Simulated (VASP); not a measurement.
Write the native input for VASP 6.6.1 that does the following.

```
Task                   : single point
Functional             : PBE
Potentials or basis    : VASP PAW PBE potentials, release 64 (Cd, Te)
Cutoff                 : 520 eV
k mesh                 : 6 × 6 × 6
Occupations            : fermi-dirac, width 0.02 eV
Spin                   : no spin polarisation
Dipole correction      : no
Further INCAR settings : ALGO = Normal; EDIFF = 1e-06; NBANDS = 16
```

The structure of CdTe lies in POSCAR:

```
CdTe
1.0
    0.0000000000      3.2799551159      3.2799551159
    3.2799551159      0.0000000000      3.2799551159
    3.2799551159      3.2799551159      0.0000000000
Cd Te
1 1
Direct
    0.0000000000      0.0000000000      0.0000000000
    0.2500000000      0.2500000000      0.2500000000
```

These files were run (other wordings do the same):

INCAR

```
ALGO = Normal
EDIFF = 1E-6
ENCUT = 520
GGA = PE
ISIF = 2
ISMEAR = -1
LASPH = T
LCHARG = F
LREAL = F
LWAVE = F
NBANDS = 16
NELM = 80
PREC = Accurate
SIGMA = 0.02
```

KPOINTS

```
k-points
0
Gamma
  6 6 6
```

Potentials or basis: VASP PAW PBE potentials, release 64 (Cd, Te).

The run is started by

```bash
$ cat potpaw_PBE.64/Cd/POTCAR potpaw_PBE.64/Te/POTCAR > POTCAR
$ mpirun -np 1 vasp_std > vasp.out
```

It gave:

```json
{
 "Pressure": "1.1 GPa",
 "Band gap on the k mesh": "0.66 eV, direct"
}
```

Caveat: spin-orbit coupling is left out, which moves the levels of the heavy elements.

It took 15 s on 1 thread of Intel(R) Xeon(R) Platinum 8559C (Emerald Rapids) (shared host), peak memory 0.2 GiB.
